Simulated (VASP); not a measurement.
# Rh (Cmcm) in VASP: notebook

Rh is run at these levels: LDA; tasks: single point.

Program: VASP 6.6.1. These are calculated values, not measurements. Logs are shortened: lines on timing, memory, paths and dates and some standing lists are left out, and cuts for length are marked.

## 1. The cell of the first run

The structure is orthorhombic, space group Cmcm (No. 63). Conventional cell: a = 2.594 Å, b = 4.730 Å, c = 4.428 Å, α = 90.00°, β = 90.00°, γ = 90.00°. Rh (site symmetry m2m) has 12 Rh at 2.59 to 2.72 Å within 3.4 Å.

## 2. Single point, LDA (strain -0.0500 x Voigt [1, 0, 0, 0, 0, 0])

File INCAR:

```
SYSTEM = Rh
PREC = Accurate
ENCUT = 520
EDIFF = 1E-6
ISMEAR = 1
SIGMA = 0.02
LREAL = .False.
LASPH = .True.
NELM = 100
ALGO = Fast
ISIF = 2
LWAVE = .False.
LCHARG = .True.
GGA = CA
LELF = .True.
LVHAR = .True.
NBANDS = 22
```

File KPOINTS:

```
Automatic mesh
0
Gamma
  18 18 12
  0 0 0
```

File POSCAR:

```
Rh
1.0
    2.5944300901      0.0000000000      0.0000000000
   -1.2972150451      2.3650972278      0.0000000000
    0.0000000000      0.0000000000      4.4284890000
Rh
2
Direct
    0.6666666667      0.3333333333      0.7500000000
    0.3333333333      0.6666666667      0.2500000000
```

Potentials or basis: VASP PAW LDA potentials, release 64 (Rh_pv).

Command:

```sh
> cat potpaw_LDA.64/Rh_pv/POTCAR > POTCAR
> mpirun -np 1 vasp_std > vasp.out
```

OUTCAR:

```text
SYSTEM = Rh
   PREC = Accurate
   ENCUT = 520
   EDIFF = 1E-6
   ISMEAR = 1
   LREAL = .False.
   LASPH = .True.
   NELM = 100
   ISIF = 2
   GGA = CA

 ion  position               nearest neighbor table
   1  0.667  0.333  0.750-   2 2.68   2 2.68   2 2.68   2 2.68   2 2.72   2 2.72
   2  0.333  0.667  0.250-   1 2.68   1 2.68   1 2.68   1 2.68   1 2.72   1 2.72

  LATTYP: Found a base centered orthorhombic cell.
 ALAT       =     2.5944300901
 B/A-ratio  =     1.8232113764
 C/A-ratio  =     1.7069216923

  Lattice vectors:

 A1 = (   1.2972150451,  -2.3650972278,   0.0000000000)
 A2 = (   1.2972150450,   2.3650972278,   0.0000000000)
 A3 = (   0.0000000000,   0.0000000000,   4.4284890000)

Analysis of symmetry for initial positions (statically):
=====================================================================
 Subroutine PRICEL returns:
 Original cell was already a primitive cell.

 Routine SETGRP: Setting up the symmetry group for a
 base centered orthorhombic supercell.

 Subroutine GETGRP returns: Found  8 space group operations
 (whereof  4 operations were pure point group operations)
 out of a pool of  8 trial point group operations.

The static configuration has the point symmetry C_2h.
 The point group associated with its full space group is D_2h.

Analysis of symmetry for dynamics (positions and initial velocities):
=====================================================================
 Subroutine PRICEL returns:
 Original cell was already a primitive cell.

 Routine SETGRP: Setting up the symmetry group for a
 base centered orthorhombic supercell.

 Subroutine GETGRP returns: Found  8 space group operations
 (whereof  4 operations were pure point group operations)
 out of a pool of  8 trial point group operations.

The dynamic configuration has the point symmetry C_2h.
 The point group associated with its full space group is D_2h.

 Subroutine INISYM returns: Found  8 space group operations
 (whereof  4 operations are pure point group operations),
 and found     1 'primitive' translations

----------------------------------------------------------------------------------------

                                     Primitive cell

  volume of cell :      27.1736

  direct lattice vectors                    reciprocal lattice vectors
     2.594430090  0.000000000  0.000000000     0.385441105  0.211407799  0.000000000
    -1.297215045  2.365097228  0.000000000     0.000000000  0.422815599  0.000000000
     0.000000000  0.000000000  4.428489000     0.000000000  0.000000000  0.225810655

  length of vectors
[... 81 lines left out ...]
   NELM   =    100;   NELMIN=  2; NELMDL= -5     # of ELM steps
   EDIFF  = 0.1E-05   stopping-criterion for ELM
   LREAL  =      F    real-space projection
   EDIFFG = 0.1E-04   stopping-criterion for IOM
   NSW    =      0    number of steps for IOM
   IBRION =     -1    ionic relax: 0-MD 1-quasi-New 2-CG
   NFREE  =      0    steps in history (QN), initial steepest desc. (CG)
   ISIF   =      2    stress and relaxation
   ISYM   =      2    0-nonsym 1-usesym 2-fastsym
   POTIM  = 0.5000    time-step for ionic-motion
   TEBEG  =    0.0;   TEEND  =   0.0 temperature during run
   PSTRESS=    0.0 pullay stress
   NELECT =      30.0000    total number of electrons
   NUPDOWN=      -1.0000    fix difference up-down
   EMIN   =  10.00;   EMAX   =-10.00  energy-range for DOS
   EFERMI =   0.00;   METHOD = LEGACY
   ISMEAR =     1;   SIGMA  =   0.02  broadening in eV -4-tet -1-fermi 0-gaus
   EFERMI_NEDOS =   21; number of points for ismear=-14 and -15
   IALGO  =     68    algorithm
   IMIX   =      4    mixing-type and parameters
     AMIX     =   0.40;   BMIX     =  1.00
     AMIX_MAG =   1.60;   BMIX_MAG =  1.00
  volume/ion in A,a.u.               =      13.59        91.69
  Fermi-wavevector in a.u.,A,eV,Ry     =   1.691998  3.197412 38.951518  2.862856
  Thomas-Fermi vector in A             =   2.773663
   LORBIT       =      0    0 simple, 1 ext, 2 COOP (PROOUT), +10 PAW based schemes
   GGA     = CA    functional components
   LHFCALC =     F    Hartree Fock is set to
   AEXX    =    0.0000 exact exchange contribution
   IVDW    =     0    specifies the selected vdW correction
   LEPSILON=     F    determine dielectric tensor
   LRPA    =     F    only Hartree local field effects (RPA)
 non-spin polarized calculation
 RMM-DIIS sequential band-by-band and
 Methfessel and Paxton  Order N= 1 SIGMA  =   0.02
  energy-cutoff  :      520.00
  volume of cell :       27.17
 maximum number of plane-waves:       750
   NGX =  9   NGY = 11   NGZ = 17

 number of electron      30.0000002 magnetization

 Free energy of the ion-electron system (eV)
  ---------------------------------------------------
  ext. energy  EPLUGINS =         0.00000000
  ---------------------------------------------------
  free energy    TOTEN  =       -17.22003496 eV

  energy without entropy =      -17.22000541  energy(sigma->0) =      -17.22002511

 E-fermi :  12.0188     XC(G=0): -14.4236

 val. band max:       12.0178946718   @ k =   0.3889   0.0556   0.1667
 cond. band min:      12.0208679631   @ k =   0.0556   0.0556   0.3333
 fundamental gap:      0.0029732913
 Fermi energy:        12.0187800234

 k-point     1 :       0.0000    0.0000    0.0000
  band No.  band energies     occupation
      1     -34.9867      2.00000
      2     -34.3336      2.00000
      3     -34.3072      2.00000
      4     -34.2446      2.00000
      5     -34.2376      2.00000
      6     -34.2106      2.00000
[... 589 lines left out ...]
     21      28.7053      0.00000
     22      29.3166      0.00000

 [... further k-points ...]

------------------------ aborting loop because EDIFF is reached ----------------------------------------

  FORCE on cell =-STRESS in cart. coord.  units (eV):
  Direction    XX          YY          ZZ          XY          YZ          ZX
  --------------------------------------------------------------------------------------
  -------------------------------------------------------------------------------------
  Total        1.1937173     -1.9153617     -1.9996982      0.0000000      0.0000000      0.0000000
  in kB       70.3826339   -112.9314323   -117.9039865      0.0000000      0.0000000      0.0000000
  external PRESSURE =     -53.4842616 kB  Pullay stress =       0.0000000 kB

 VOLUME and BASIS-vectors are now :
 -----------------------------------------------------------------------------
  energy-cutoff  :      520.00
  volume of cell :       27.17
      direct lattice vectors                 reciprocal lattice vectors
     2.594430090  0.000000000  0.000000000     0.385441105  0.211407799  0.000000000
    -1.297215045  2.365097228  0.000000000     0.000000000  0.422815599  0.000000000
     0.000000000  0.000000000  4.428489000     0.000000000  0.000000000  0.225810655

 POSITION                                       TOTAL-FORCE (eV/Angst)
 -----------------------------------------------------------------------------------
      1.29722      0.78837      3.32137         0.000000     -0.108179     -0.000000
     -0.00000      1.57673      1.10712        -0.000000      0.108179      0.000000
 -----------------------------------------------------------------------------------
    total drift:                               -0.000000      0.000000     -0.000000

  FREE ENERGIE OF THE ION-ELECTRON SYSTEM (eV)
  ---------------------------------------------------
  free  energy   TOTEN  =       -17.2200349636 eV

  energy  without entropy=      -17.2200054107  energy(sigma->0) =      -17.22002511
```

OSZICAR:

```text
N       E                     dE             d eps       ncg     rms          rms(c)
DAV:   1     0.326607031780E+03    0.32661E+03   -0.18995E+04 28100   0.159E+03
DAV:   2    -0.110002791834E+02   -0.33761E+03   -0.32544E+03 29228   0.476E+02
DAV:   3    -0.182776323262E+02   -0.72774E+01   -0.72366E+01 32732   0.790E+01
DAV:   4    -0.183256335528E+02   -0.48001E-01   -0.47996E-01 31422   0.646E+00
DAV:   5    -0.183263827871E+02   -0.74923E-03   -0.74923E-03 33050   0.834E-01    0.157E+01
RMM:   6    -0.172668195896E+02    0.10596E+01   -0.23662E+00 28954   0.129E+01    0.544E+00
RMM:   7    -0.172288242450E+02    0.37995E-01   -0.10474E-01 29778   0.246E+00    0.231E+00
RMM:   8    -0.172212246905E+02    0.75996E-02   -0.27776E-02 30736   0.171E+00    0.450E-01
RMM:   9    -0.172199947097E+02    0.12300E-02   -0.36010E-03 33035   0.556E-01    0.222E-02
RMM:  10    -0.172200347552E+02   -0.40046E-04   -0.31545E-04 33186   0.184E-01    0.162E-02
RMM:  11    -0.172200346175E+02    0.13766E-06   -0.35977E-05 34299   0.609E-02    0.475E-03
RMM:  12    -0.172200349636E+02   -0.34610E-06   -0.62911E-06 30388   0.224E-02
   1 F= -.17220035E+02 E0= -.17220025E+02  d E =-.295529E-04
```

stdout:

```text
POSCAR found type information on POSCAR Rh
 POSCAR found :  1 types and       2 ions
 scaLAPACK will be used
 LDA part: xc-table for (Slater(with rela. corr.)+CA(PZ))
 , standard interpolation
 POSCAR, INCAR and KPOINTS ok, starting setup
 FFT: planning ... GRIDC
 FFT: planning ... GRID_SOFT
 FFT: planning ... GRID
 WAVECAR not read
 entering main loop
```

Wall time 7.8 min (1 thread of Intel Xeon 8259CL, shared host); peak memory 0.37 GiB.

Results:

```yaml
Free_energy: -17.2200 eV
Pressure: -5.3 GPa
Largest_force: 0.108 eV/Å
Band_gap_on_the_k_mesh: zero (bands 15 and 16 overlap by 2.61 eV)
```

Forces on the atoms (eV/Å):
```
Rh   0.000 -0.108  0.000
Rh   0.000  0.108  0.000
```

Stress tensor (GPa, compression positive):
```
  7.04   0.00   0.00
  0.00 -11.29   0.00
  0.00   0.00 -11.79
```

Levels at points of the mesh, in eV from the Fermi level:
| k point | band 11 | band 12 | band 13 | band 14 | band 15 | band 16 | band 17 | band 18 | band 19 | band 20 |
| --- | --- | --- | --- | --- | --- | --- | --- | --- | --- | --- |
| (0.00, 0.00, 0.00) | -3.01 | -2.65 | -2.21 | -1.86 | -1.64 | 0.07 | 0.26 | 0.40 | 8.28 | 16.00 |
| (0.50, 0.00, 0.00) | -2.83 | -2.26 | -2.04 | 0.52 | 0.61 | 0.88 | 3.29 | 5.49 | 10.58 | 10.76 |
| (0.00, 0.50, 0.00) | -2.86 | -2.70 | -2.28 | 0.51 | 0.67 | 0.78 | 2.89 | 4.91 | 9.85 | 10.31 |
| (0.00, 0.00, 0.50) | -3.43 | -3.43 | -2.76 | -2.76 | -0.53 | -0.53 | -0.30 | -0.30 | 14.58 | 14.58 |
| (0.50, 0.00, 0.50) | -1.72 | -1.72 | -0.29 | -0.29 | 0.79 | 0.79 | 2.87 | 2.87 | 9.77 | 9.77 |
| (0.00, 0.50, 0.50) | -1.38 | -1.38 | -0.39 | -0.39 | 0.67 | 0.67 | 2.41 | 2.41 | 8.99 | 8.99 |

Caveat: the cell differs from its parent crystal (strain -0.0500 x Voigt [1, 0, 0, 0, 0, 0]); the stress differs along the axes, from -12 to 7 GPa.

## 3. Single point, LDA (strain -0.0250 x Voigt [1, 0, 0, 0, 0, 0])

File INCAR:

```
SYSTEM = Rh
PREC = Accurate
ENCUT = 520
EDIFF = 1E-7
ISMEAR = 1
SIGMA = 0.02
LREAL = .False.
LASPH = .True.
NELM = 60
ALGO = Fast
ISIF = 2
LWAVE = .False.
LCHARG = .False.
NBANDS = 22
```

File KPOINTS:

```
regular mesh
0
Gamma
  18 18 12
  0 0 0
```

File POSCAR:

```
Rh
1.0
    2.6627045662      0.0000000000      0.0000000000
   -1.3313522831      2.3650972278      0.0000000000
    0.0000000000      0.0000000000      4.4284890000
Rh
2
Direct
    0.6666666667      0.3333333333      0.7500000000
    0.3333333333      0.6666666667      0.2500000000
```

Potentials or basis: VASP PAW LDA potentials, release 64 (Rh_pv).

Command:

```sh
> cat potpaw_LDA.64/Rh_pv/POTCAR > POTCAR
> mpirun -np 1 vasp_std > vasp.out
```

OUTCAR:

```text
SYSTEM = Rh
   PREC = Accurate
   ENCUT = 520
   EDIFF = 1E-7
   ISMEAR = 1
   LREAL = .False.
   LASPH = .True.
   NELM = 60
   ISIF = 2

 ion  position               nearest neighbor table
   1  0.667  0.333  0.750-   2 2.70   2 2.70   2 2.70   2 2.70   2 2.72   2 2.72
   2  0.333  0.667  0.250-   1 2.70   1 2.70   1 2.70   1 2.70   1 2.72   1 2.72

  LATTYP: Found a base centered orthorhombic cell.
 ALAT       =     2.6627045662
 B/A-ratio  =     1.7764623667
 C/A-ratio  =     1.6631544694

  Lattice vectors:

 A1 = (   1.3313522831,  -2.3650972278,   0.0000000000)
 A2 = (   1.3313522831,   2.3650972278,   0.0000000000)
 A3 = (   0.0000000000,   0.0000000000,   4.4284890000)

Analysis of symmetry for initial positions (statically):
=====================================================================
 Subroutine PRICEL returns:
 Original cell was already a primitive cell.

 Routine SETGRP: Setting up the symmetry group for a
 base centered orthorhombic supercell.

 Subroutine GETGRP returns: Found  8 space group operations
 (whereof  4 operations were pure point group operations)
 out of a pool of  8 trial point group operations.

The static configuration has the point symmetry C_2h.
[... 162 lines left out ...]
  energy without entropy =      -17.21836151  energy(sigma->0) =      -17.21831158

 E-fermi :  11.5456     XC(G=0): -14.2601

 val. band max:       11.5451737819   @ k =   0.0000   0.3889   0.0833
 cond. band min:      11.5477775187   @ k =   0.1111   0.1111   0.3333
 fundamental gap:      0.0026037369
 Fermi energy:        11.5455916646

 k-point     1 :       0.0000    0.0000    0.0000
  band No.  band energies     occupation
      1     -35.3843      2.00000
      2     -34.7653      2.00000
      3     -34.7594      2.00000
      4     -34.6838      2.00000
      5     -34.6702      2.00000
      6     -34.6636      2.00000
[... 589 lines left out ...]
     21      27.8293      0.00000
     22      28.7998      0.00000

 [... further k-points ...]

------------------------ aborting loop because EDIFF is reached ----------------------------------------

  FORCE on cell =-STRESS in cart. coord.  units (eV):
  Direction    XX          YY          ZZ          XY          YZ          ZX
  --------------------------------------------------------------------------------------
  -------------------------------------------------------------------------------------
  Total       -1.2926418     -2.5759064     -2.8731111      0.0000000      0.0000000      0.0000000
  in kB      -74.2610764   -147.9834350   -165.0575734      0.0000000      0.0000000      0.0000000
  external PRESSURE =    -129.1006949 kB  Pullay stress =       0.0000000 kB

 VOLUME and BASIS-vectors are now :
 -----------------------------------------------------------------------------
  energy-cutoff  :      520.00
  volume of cell :       27.89
      direct lattice vectors                 reciprocal lattice vectors
     2.662704566  0.000000000  0.000000000     0.375557999  0.211407799  0.000000000
    -1.331352283  2.365097228  0.000000000     0.000000000  0.422815599  0.000000000
     0.000000000  0.000000000  4.428489000     0.000000000  0.000000000  0.225810655

 POSITION                                       TOTAL-FORCE (eV/Angst)
 -----------------------------------------------------------------------------------
      1.33135      0.78837      3.32137         0.000000     -0.046820     -0.000000
     -0.00000      1.57673      1.10712        -0.000000      0.046820      0.000000
 -----------------------------------------------------------------------------------
    total drift:                               -0.000000      0.000000     -0.000000

  FREE ENERGIE OF THE ION-ELECTRON SYSTEM (eV)
  ---------------------------------------------------
  free  energy   TOTEN  =       -17.2182866164 eV

  energy  without entropy=      -17.2183615059  energy(sigma->0) =      -17.21831158
```

stdout:

```text
POSCAR found type information on POSCAR Rh
 POSCAR found :  1 types and       2 ions
 scaLAPACK will be used
 LDA part: xc-table for (Slater(with rela. corr.)+CA(PZ))
 , standard interpolation
 POSCAR, INCAR and KPOINTS ok, starting setup
 FFT: planning ... GRIDC
 FFT: planning ... GRID_SOFT
 FFT: planning ... GRID
 WAVECAR not read
 entering main loop
WARNING in EDDRMM: call to ZHEGV failed, returncode =   8  4     22
WARNING in EDDRMM: call to ZHEGV failed, returncode =   8  4     22
WARNING in EDDRMM: call to ZHEGV failed, returncode =   8  4     22
```

Wall time 8.2 min (1 thread of Intel Xeon 8259CL, shared host); peak memory 0.38 GiB.

Results:

```
Free energy            : -17.2183 eV
Pressure               : -12.9 GPa
Largest force          : 0.047 eV/Å
Band gap on the k mesh : zero (bands 15 and 16 overlap by 2.44 eV)
```

Forces on the atoms (eV/Å):
```
Rh   0.000 -0.047  0.000
Rh   0.000  0.047  0.000
```

Stress tensor (GPa, compression positive):
```
 -7.43   0.00   0.00
  0.00 -14.80   0.00
  0.00   0.00 -16.51
```

Caveat: the cell differs from its parent crystal (strain -0.0250 x Voigt [1, 0, 0, 0, 0, 0]); the stress differs along the axes, from -17 to -7 GPa.
